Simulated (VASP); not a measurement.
The system is HfPb4O.

```
Hf Pb O
1.0
     0.00000    4.14306    4.14306
     4.14306    0.00000    4.14306
     4.14306    4.14306    0.00000
Hf Pb O
1 4 1
Direct
  0.00000 0.00000 0.00000
  0.86964 0.37679 0.37679
  0.37679 0.37679 0.37679
  0.37679 0.86964 0.37679
  0.37679 0.37679 0.86964
  0.50000 0.50000 0.50000
```

| Quantity | Value |
| --- | --- |
| Program | VASP 6.6.1 |
| Task | relaxation of cell and atoms |
| Functional | PBE |
| Potentials or basis | VASP PAW PBE potentials, release 64 (Hf_pv, Pb_d, O) |
| Cutoff | 600 eV |
| k mesh | 4 × 4 × 4 |
| Occupations | gaussian, width 0.1 eV |
| Spin | no spin polarisation |

At the start: pressure 57.2 GPa; volume 23.71 Å³/atom.

Q: How do energy, volume and symmetry change on relaxing?

A: Over 15 steps the energy falls by 2158.5 meV/atom and the volume is 37.59 Å³/atom (+58.6 %); space group F-43m (No. 216, to 0.05 Å).

The path:
```csv
step,energy change (eV),largest force (eV/Å),pressure (GPa),volume (Å³)
1,0.0000,15.5393,57.22,142.23
2,6.7507,18.0110,9.33,397.35
3,1.1815,14.0157,7.36,334.97
4,-2.4513,12.0590,6.26,293.04
5,-8.9322,8.7900,8.61,208.64
6,-9.7962,5.4110,17.66,173.32
7,-9.8169,7.0464,13.21,185.62
8,-11.6012,0.2179,-5.60,289.69
9,-12.7156,1.2574,-1.85,238.27
10,-12.7186,1.3288,-1.62,236.56
11,-12.7186,1.3822,-1.45,235.34
12,-12.9291,0.4369,0.45,222.24
13,-12.9312,0.3089,0.72,220.80
14,-12.9504,0.0426,0.15,224.66
15,-12.9510,0.0134,0.03,225.53
```

Final structure:
```
Hf Pb O
1.0
     0.00000    4.83127    4.83127
     4.83127    0.00000    4.83127
     4.83127    4.83127    0.00000
Hf Pb O
1 4 1
Cartesian
  0.0000 0.0000 0.0000
  3.5392 6.1233 6.1233
  3.5392 3.5392 3.5392
  6.1233 3.5392 6.1233
  6.1233 6.1233 3.5392
  4.8313 4.8313 4.8313
```

Caveat: the volume moved by over 15 % at a fixed basis, so the end points are rough.
